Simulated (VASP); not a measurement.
Crystal: TiB.

```
Ti B
1.0
     0.00000    2.14302    2.10100
     2.14302    0.00000    2.10100
     2.14302    2.14302    0.00000
Ti B
1 1
Direct
  0.75000 0.75000 0.75000
  0.00000 0.00000 0.00000
```

This cell differs from its parent crystal: equal xx and yy strain of +2 %.

Base run:

| Quantity | Value |
| --- | --- |
| Program | VASP 6.6.1 |
| Functional | LDA |
| Potentials or basis | VASP PAW LDA potentials, release 64 (Ti_sv, B) |
| Cutoff | 420 eV |
| k mesh | 13 × 13 × 13 |
| Occupations | fermi-dirac, width 0.05 eV |
| Spin | no spin polarisation |

Its results: pressure 89.1 GPa.

Task: The run is repeated on the same cell with these changes: cutoff from 420 eV to 520 eV; further incar settings from ALGO = Normal; EDIFF = 1e-08; NBANDS = 14 to ALGO = Normal; EDIFF = 1e-06; NBANDS = 14. What comes out?

Result: Pressure 89.9 GPa.
